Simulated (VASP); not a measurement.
A run of VASP 6.6.1:

Contents of POSCAR:

```
BAs
1.0
    0.0000000000      2.3397414207      2.3397414207
    2.3397414207      0.0000000000      2.3397414207
    2.3397414207      2.3397414207      0.0000000000
As B
1 1
Direct
    0.7500000000      0.7500000000      0.7500000000
    0.0000000000      0.0000000000      0.0000000000
```

The input INCAR.step1:

```
ALGO     = Normal         # electronic algorithm
EDIFF    = 1E-4           # SCF threshold, eV
ENCUT    = 520            # plane-wave cutoff, eV
GGA      = PE             # functional
ISMEAR   = -1             # smearing method
LASPH    = T              # aspherical terms in the spheres
LCHARG   = F              # write CHGCAR
LREAL    = F              # projectors in reciprocal space
LWAVE    = T              # write WAVECAR
NBANDS   = 11             # bands
NELM     = 60             # most SCF steps
PREC     = Accurate       # precision mode
SIGMA    = 0.05           # smearing width, eV
```

INCAR.step2

```
ALGO     = Normal         # electronic algorithm
BPARAM   = 11.95        
CPARAM   = 0.0093       
EDIFF    = 1E-6           # SCF threshold, eV
ENCUT    = 520            # plane-wave cutoff, eV
ISIF     = 2              # what is computed and relaxed
ISMEAR   = -1             # smearing method
ISTART   = 1            
IVDW_NL  = 2            
LASPH    = T              # aspherical terms in the spheres
LCHARG   = F              # write CHGCAR
LMIXTAU  = T            
LREAL    = F              # projectors in reciprocal space
LUSE_VDW = T            
LWAVE    = F              # write WAVECAR
METAGGA  = R2SCAN         # meta-GGA
NBANDS   = 11             # bands
NELM     = 60             # most SCF steps
PREC     = Accurate       # precision mode
SIGMA    = 0.05           # smearing width, eV
```

KPOINTS

```
k-points
0
Gamma
  10 10 10
```

Potentials or basis: VASP PAW PBE potentials, release 64 (As, B).

The run is started by

```bash
$ cat potpaw_PBE.64/As/POTCAR potpaw_PBE.64/B/POTCAR > POTCAR
$ cp INCAR.step1 INCAR
$ mpirun -np 1 vasp_std > vasp.out
$ cp INCAR.step2 INCAR
$ mpirun -np 1 vasp_std > vasp.out
```

Hardware: 1 thread of Intel(R) Xeon(R) 6975P-C (Granite Rapids), with other jobs on the host.

Problem. Estimate the wall time of this run.

Solution. Run time: 54 s on 1 thread of Intel(R) Xeon(R) 6975P-C (Granite Rapids) (shared host), peak memory 0.26 GiB. Counts: k points 47.
